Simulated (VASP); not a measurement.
# MoS2 (Cmcm) in VASP: single point with PBE

Aim: the single point of MoS2 with PBE.

Everything below comes from runs of VASP 6.6.1. Logs are shortened: lines on timing, memory, paths and dates and some standing lists are left out, and cuts for length are marked.

## Step 1: The cell of the first run

The structure is orthorhombic, space group Cmcm (No. 63). Conventional cell: a = 3.186 Å, b = 5.187 Å, c = 14.510 Å, α = 90.00°, β = 90.00°, γ = 90.00°. Mo (site symmetry m2m) has 6 S at 2.33 to 2.39 Å and 6 Mo at 3.04 to 3.19 Å within 3.2 Å. S (site symmetry m) has 3 Mo at 2.33 to 2.39 Å and 7 S at 3.04 to 3.19 Å within 3.2 Å.

## Step 2: Single point, PBE (strain -0.0600 x Voigt [0, 1, 0, 0, 0, 0])

File INCAR:

```
SYSTEM = MoS2
ALGO     = Normal         ! electronic algorithm
EDIFF    = 1E-6           ! SCF threshold, eV
ENCUT    = 520            ! plane-wave cutoff, eV
GGA      = PE             ! functional
ISIF     = 2              ! what is computed and relaxed
ISMEAR   = 0              ! smearing method
LASPH    = .TRUE.         ! aspherical terms in the spheres
LCHARG   = .FALSE.        ! write CHGCAR
LREAL    = .FALSE.        ! projectors in reciprocal space
LWAVE    = .FALSE.        ! write WAVECAR
NBANDS   = 35             ! bands
NELM     = 80             ! most SCF steps
PREC     = Accurate       ! precision mode
SIGMA    = 0.05           ! smearing width, eV
```

File KPOINTS:

```
k-points
0
G
  12 12 2
  0 0 0
```

File POSCAR:

```
MoS2
1.0
    3.1855822578      0.0000000000      0.0000000000
   -1.5927911289      2.5932674514      0.0000000000
    0.0000000000      0.0000000000     14.5104515858
Mo S
2 4
Direct
    0.3333333333      0.6666666667      0.2500000000
    0.6666666667      0.3333333333      0.7500000000
    0.3333333333      0.6666666667      0.6423151295
    0.6666666667      0.3333333333      0.1423151295
    0.3333333333      0.6666666667      0.8576848705
    0.6666666667      0.3333333333      0.3576848705
```

Potentials or basis: VASP PAW PBE potentials, release 64 (Mo_sv, S).

Run with:

```
cat potpaw_PBE.64/Mo_sv/POTCAR potpaw_PBE.64/S/POTCAR > POTCAR
mpirun -np 1 vasp_std > vasp.out
```

OUTCAR:

```text
SYSTEM = MoS2
   EDIFF = 1E-6
   ENCUT = 520
   GGA = PE
   ISIF = 2
   ISMEAR = 0
   LASPH = .TRUE.
   LREAL = .FALSE.
   NELM = 80
   PREC = Accurate

 ion  position               nearest neighbor table
   1  0.333  0.667  0.250-   4 2.33   6 2.33   4 2.39   6 2.39   4 2.39   6 2.39
   2  0.667  0.333  0.750-   3 2.33   5 2.33   3 2.39   5 2.39   3 2.39   5 2.39
   3  0.333  0.667  0.642-   2 2.33   2 2.39   2 2.39
   4  0.667  0.333  0.142-   1 2.33   1 2.39   1 2.39
   5  0.333  0.667  0.858-   2 2.33   2 2.39   2 2.39
   6  0.667  0.333  0.358-   1 2.33   1 2.39   1 2.39

  Warning from LATTYP: Monoclinic adjustment (A1->A3, A2->A1, A3->A2)!
  LATTYP: Found a base centered orthorhombic cell.
 ALAT       =     3.1855822578
 B/A-ratio  =     1.6281277591
 C/A-ratio  =     4.5550390514

  Lattice vectors:

 A1 = (   1.5927911289,  -2.5932674514,   0.0000000000)
 A2 = (   1.5927911289,   2.5932674514,   0.0000000000)
 A3 = (   0.0000000000,   0.0000000000,  14.5104515858)

Analysis of symmetry for initial positions (statically):
=====================================================================
 Subroutine PRICEL returns:
 Original cell was already a primitive cell.

 Routine SETGRP: Setting up the symmetry group for a
 base centered orthorhombic supercell.

 Subroutine GETGRP returns: Found  8 space group operations
 (whereof  4 operations were pure point group operations)
 out of a pool of  8 trial point group operations.

The static configuration has the point symmetry C_2h.
 The point group associated with its full space group is D_2h.

Analysis of symmetry for dynamics (positions and initial velocities):
=====================================================================
 Subroutine PRICEL returns:
 Original cell was already a primitive cell.

 Routine SETGRP: Setting up the symmetry group for a
 base centered orthorhombic supercell.

 Subroutine GETGRP returns: Found  8 space group operations
 (whereof  4 operations were pure point group operations)
 out of a pool of  8 trial point group operations.

The dynamic configuration has the point symmetry C_2h.
 The point group associated with its full space group is D_2h.

 Subroutine INISYM returns: Found  8 space group operations
 (whereof  4 operations are pure point group operations),
 and found     1 'primitive' translations

----------------------------------------------------------------------------------------

                                     Primitive cell

  volume of cell :     119.8718

  direct lattice vectors                    reciprocal lattice vectors
     3.185582258  0.000000000  0.000000000     0.313914355  0.192806955  0.000000000
    -1.592791129  2.593267451  0.000000000     0.000000000  0.385613909  0.000000000
     0.000000000  0.000000000 14.510451586     0.000000000  0.000000000  0.068915843

  length of vectors
     3.185582258  3.043356643 14.510451586     0.368397535  0.385613909  0.068915843

  position of ions in fractional coordinates (direct lattice)
     0.333333333  0.666666667  0.250000000
     0.666666667  0.333333333  0.750000000
     0.333333333  0.666666667  0.642315129
     0.666666667  0.333333333  0.142315129
     0.333333333  0.666666667  0.857684871
     0.666666667  0.333333333  0.357684871

  ion indices of the primitive-cell ions
   primitive index   ion index
                 1           1
                 2           2
                 3           3
                 4           4
                 5           5
                 6           6

----------------------------------------------------------------------------------------

 KPOINTS: k-points

Automatic generation of k-mesh.
 Grid dimensions read from file:
 generate k-points for:   12   12    2

 Generating k-lattice:

  Cartesian coordinates                     Fractional coordinates (reciprocal lattice)
     0.026159530  0.016067246  0.000000000     0.083333333 -0.000000000  0.000000000
     0.000000000  0.032134492  0.000000000     0.000000000  0.083333333  0.000000000
     0.000000000  0.000000000  0.034457921     0.000000000  0.000000000  0.500000000

  Length of vectors
     0.030699795  0.032134492  0.034457921

  Shift w.r.t. Gamma in fractional coordinates (k-lattice)
     0.000000000  0.000000000  0.000000000

 Subroutine IBZKPT returns following result:
 ===========================================

 Found     86 irreducible k-points:

 Following reciprocal coordinates:
            Coordinates               Weight
  0.000000  0.000000  0.000000      1.000000
  0.083333  0.000000  0.000000      4.000000
  0.166667  0.000000  0.000000      4.000000
  0.250000  0.000000  0.000000      4.000000
  0.333333  0.000000  0.000000      4.000000
  0.416667  0.000000  0.000000      4.000000
[... 16 lines left out ...]
  0.333333  0.166667  0.000000      4.000000
  0.416667  0.166667  0.000000      4.000000
 [... further k-points ...]
   k-points           NKPTS =     86   k-points in BZ     NKDIM =     86   number of bands    NBANDS=     35
   number of dos      NEDOS =    301   number of ions     NIONS =      6
   total plane-waves  NPLWV =  62208
   dimension x,y,z NGX =    24 NGY =   24 NGZ =  108
   dimension x,y,z NGXF=    48 NGYF=   48 NGZF=  216
   ions per type =               2   4
   NGX,Y,Z   is equivalent  to a cutoff of  12.52, 13.11, 12.37 a.u.
   NGXF,Y,Z  is equivalent  to a cutoff of  25.05, 26.22, 24.75 a.u.
 SYSTEM =  MoS2
   PREC   = accura    normal or accurate (medium, high low for compatibility)
   ISTART =      0    job   : 0-new  1-cont  2-samecut
   ICHARG =      2    charge: 1-file 2-atom 10-const
   ISPIN  =      1    spin polarized calculation?
   LNONCOLLINEAR =      F non collinear calculations
   LSORBIT =      F    spin-orbit coupling
   LASPH  =      T    aspherical Exc in radial PAW
   ENCUT  =  520.0 eV  38.22 Ry    6.18 a.u.   5.92  5.66 26.98*2*pi/ulx,y,z
   NELM   =     80;   NELMIN=  2; NELMDL= -5     # of ELM steps
   EDIFF  = 0.1E-05   stopping-criterion for ELM
   LREAL  =      F    real-space projection
   EDIFFG = 0.1E-04   stopping-criterion for IOM
   NSW    =      0    number of steps for IOM
   IBRION =     -1    ionic relax: 0-MD 1-quasi-New 2-CG
   NFREE  =      0    steps in history (QN), initial steepest desc. (CG)
   ISIF   =      2    stress and relaxation
   ISYM   =      2    0-nonsym 1-usesym 2-fastsym
   POTIM  = 0.5000    time-step for ionic-motion
   TEBEG  =    0.0;   TEEND  =   0.0 temperature during run
   PSTRESS=    0.0 pullay stress
   NELECT =      52.0000    total number of electrons
   NUPDOWN=      -1.0000    fix difference up-down
   EMIN   =  10.00;   EMAX   =-10.00  energy-range for DOS
   EFERMI =   0.00;   METHOD = LEGACY
   ISMEAR =     0;   SIGMA  =   0.05  broadening in eV -4-tet -1-fermi 0-gaus
   EFERMI_NEDOS =   21; number of points for ismear=-14 and -15
   IALGO  =     38    algorithm
   IMIX   =      4    mixing-type and parameters
     AMIX     =   0.40;   BMIX     =  1.00
     AMIX_MAG =   1.60;   BMIX_MAG =  1.00
  volume/ion in A,a.u.               =      19.98       134.82
  Fermi-wavevector in a.u.,A,eV,Ry     =   1.239282  2.341904 20.896109  1.535821
  Thomas-Fermi vector in A             =   2.373772
   LORBIT       =      0    0 simple, 1 ext, 2 COOP (PROOUT), +10 PAW based schemes
   GGA     = PE    functional components
   LHFCALC =     F    Hartree Fock is set to
   AEXX    =    0.0000 exact exchange contribution
   IVDW    =     0    specifies the selected vdW correction
   LEPSILON=     F    determine dielectric tensor
   LRPA    =     F    only Hartree local field effects (RPA)
 non-spin polarized calculation
 Gauss-broadening in eV      SIGMA  =   0.05
  energy-cutoff  :      520.00
  volume of cell :      119.87
 maximum number of plane-waves:      3258
   NGX = 11   NGY = 11   NGZ = 53

 number of electron      52.0000003 magnetization

 Free energy of the ion-electron system (eV)
  ---------------------------------------------------
  ext. energy  EPLUGINS =         0.00000000
  ---------------------------------------------------
  free energy    TOTEN  =       -43.36902967 eV

  energy without entropy =      -43.36902967  energy(sigma->0) =      -43.36902967

 E-fermi :   5.7133     XC(G=0):  -9.8493

 val. band max:        5.4916511182   @ k =   0.3333   0.3333   0.0000
 cond. band min:       7.2097433713   @ k =  -0.3333   0.1667   0.0000
 fundamental gap:      1.7180922530
 Fermi energy:         5.7132672634

 k-point     1 :       0.0000    0.0000    0.0000
  band No.  band energies     occupation
      1     -55.2893      2.00000
      2     -55.2893      2.00000
      3     -29.5120      2.00000
      4     -29.5120      2.00000
      5     -29.2241      2.00000
      6     -29.2241      2.00000
[... 27 lines left out ...]
     34       8.9860      0.00000
     35      11.8097      0.00000

 k-point     2 :       0.0833    0.0000    0.0000
  band No.  band energies     occupation
      1     -55.2858      2.00000
      2     -55.2858      2.00000
      3     -29.5054      2.00000
      4     -29.5054      2.00000
      5     -29.2495      2.00000
      6     -29.2495      2.00000
[... 27 lines left out ...]
     34       8.8606      0.00000
     35      12.1671      0.00000

 k-point     3 :       0.1667    0.0000    0.0000
  band No.  band energies     occupation
      1     -55.2762      2.00000
      2     -55.2762      2.00000
      3     -29.4872      2.00000
      4     -29.4872      2.00000
      5     -29.3309      2.00000
      6     -29.3309      2.00000
[... 27 lines left out ...]
     34       9.2321      0.00000
     35      12.6033      0.00000
[... 723 lines left out ...]
 k-point    23 :       0.3333    0.1667    0.0000
  band No.  band energies     occupation
      1     -55.2330      2.00000
      2     -55.2330      2.00000
      3     -29.6425      2.00000
      4     -29.6425      2.00000
      5     -29.4069      2.00000
      6     -29.4069      2.00000
[... 27 lines left out ...]
     34      10.4866      0.00000
     35      12.4365      0.00000

 k-point    24 :       0.4167    0.1667    0.0000
  band No.  band energies     occupation
      1     -55.2318      2.00000
      2     -55.2318      2.00000
      3     -29.6497      2.00000
      4     -29.6497      2.00000
      5     -29.4036      2.00000
      6     -29.4036      2.00000
[... 27 lines left out ...]
     34      10.4357      0.00000
     35      12.0466      0.00000

 [... further k-points ...]

------------------------ aborting loop because EDIFF is reached ----------------------------------------

  FORCE on cell =-STRESS in cart. coord.  units (eV):
  Direction    XX          YY          ZZ          XY          YZ          ZX
  --------------------------------------------------------------------------------------
  -------------------------------------------------------------------------------------
  Total        3.4920517     11.6452518      4.0345329      0.0000000     -0.0000000      0.0000000
  in kB       46.6739095    155.6475917     53.9245813      0.0000000     -0.0000000      0.0000000
  external PRESSURE =      85.4153608 kB  Pullay stress =       0.0000000 kB

 VOLUME and BASIS-vectors are now :
 -----------------------------------------------------------------------------
  energy-cutoff  :      520.00
  volume of cell :      119.87
      direct lattice vectors                 reciprocal lattice vectors
     3.185582258  0.000000000  0.000000000     0.313914355  0.192806955  0.000000000
    -1.592791129  2.593267451  0.000000000     0.000000000  0.385613909  0.000000000
     0.000000000  0.000000000 14.510451586     0.000000000  0.000000000  0.068915843

 POSITION                                       TOTAL-FORCE (eV/Angst)
 -----------------------------------------------------------------------------------
     -0.00000      1.72884      3.62761         0.000000     -0.563798      0.000000
      1.59279      0.86442     10.88284         0.000000      0.563798      0.000000
     -0.00000      1.72884      9.32028        -0.000000     -0.281986     -0.643044
      1.59279      0.86442      2.06506         0.000000      0.281986     -0.643044
     -0.00000      1.72884     12.44539        -0.000000     -0.281986      0.643044
      1.59279      0.86442      5.19017         0.000000      0.281986      0.643044
 -----------------------------------------------------------------------------------
    total drift:                                0.000000     -0.000000      0.000000

  FREE ENERGIE OF THE ION-ELECTRON SYSTEM (eV)
  ---------------------------------------------------
  free  energy   TOTEN  =       -43.3690296735 eV

  energy  without entropy=      -43.3690296735  energy(sigma->0) =      -43.36902967
```

Wall time 8.5 min (1 thread of Intel Xeon 8259CL, shared host); peak memory 0.42 GiB.

Results:

| Property | Result |
| --- | --- |
| Free energy | -43.3690 eV |
| Pressure | 8.5 GPa |
| Largest force | 0.702 eV/Å |
| Band gap on the k mesh | 1.72 eV (least direct gap 1.96 eV) |

Forces in eV/Å, atoms in the order of the input:
```
Mo   0.000 -0.564  0.000
Mo   0.000  0.564  0.000
S    0.000 -0.282 -0.643
S    0.000  0.282 -0.643
S    0.000 -0.282  0.643
S    0.000  0.282  0.643
```

Caveat: the cell differs from its parent crystal (strain -0.0600 x Voigt [0, 1, 0, 0, 0, 0]); the stress differs along the axes, from 5 to 16 GPa; this functional lacks dispersion, which binds layers or chains, so the pressure and a relaxed spacing across them are unreliable. A k mesh can miss the band edges.
